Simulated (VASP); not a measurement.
Wanted: the native input for a VASP 6.6.1 run.

```
Task                   : single point
Functional             : PBE
Potentials or basis    : VASP PAW PBE potentials, release 64 (Hf_pv, B)
Cutoff                 : 520 eV
k mesh                 : 18 × 18 × 18
Occupations            : gaussian, width 0.15 eV
Spin                   : no spin polarisation
Dipole correction      : no
Further INCAR settings : ALGO = Normal; EDIFF = 1e-06; NBANDS = 14
```

The structure of HfB lies in POSCAR:

```
HfB
1.0
    0.0000000000      2.2753500000      2.2407000000
    2.2753500000      0.0000000000      2.2407000000
    2.2753500000      2.2753500000      0.0000000000
Hf B
1 1
Direct
    0.5000000000      0.5000000000      0.5000000000
    0.0000000000      0.0000000000      0.0000000000
```

This cell differs from its parent crystal: strain -0.015 along x and y, -0.030 along z.

These files were run (other wordings do the same):

INCAR

```
SYSTEM = HfB
PREC     = Accurate       ! precision mode
ENCUT    = 520            ! plane-wave cutoff, eV
EDIFF    = 1E-6           ! SCF threshold, eV
ISMEAR   = 0              ! smearing method
SIGMA    = 0.15           ! smearing width, eV
LREAL    = .FALSE.        ! projectors in reciprocal space
LASPH    = .TRUE.         ! aspherical terms in the spheres
NELM     = 100            ! most SCF steps
ALGO     = Normal         ! electronic algorithm
ISIF     = 2              ! what is computed and relaxed
LWAVE    = .FALSE.        ! write WAVECAR
LCHARG   = .FALSE.        ! write CHGCAR
GGA      = PE             ! functional
NBANDS   = 14             ! bands
```

KPOINTS

```
Automatic mesh
0
G
  18 18 18
  0 0 0
```

Potentials or basis: VASP PAW PBE potentials, release 64 (Hf_pv, B).

The run is started by

```sh
$ cat potpaw_PBE.64/Hf_pv/POTCAR potpaw_PBE.64/B/POTCAR > POTCAR
$ mpirun -np 1 vasp_std > vasp.out
```

It gave:

| Quantity | Value |
| --- | --- |
| Pressure | 49.9 GPa |
| Band gap on the k mesh | zero (an odd number of electrons rules out a gap without spin polarisation) |

Caveat: the cell differs from its parent crystal (strain -0.015 along x and y, -0.030 along z); the cell stands under pressure; spin-orbit coupling is left out, which moves the levels of the heavy elements.

Wall time 2.1 min on 1 thread of Intel Xeon 8259CL (shared host), peak memory 0.28 GiB.
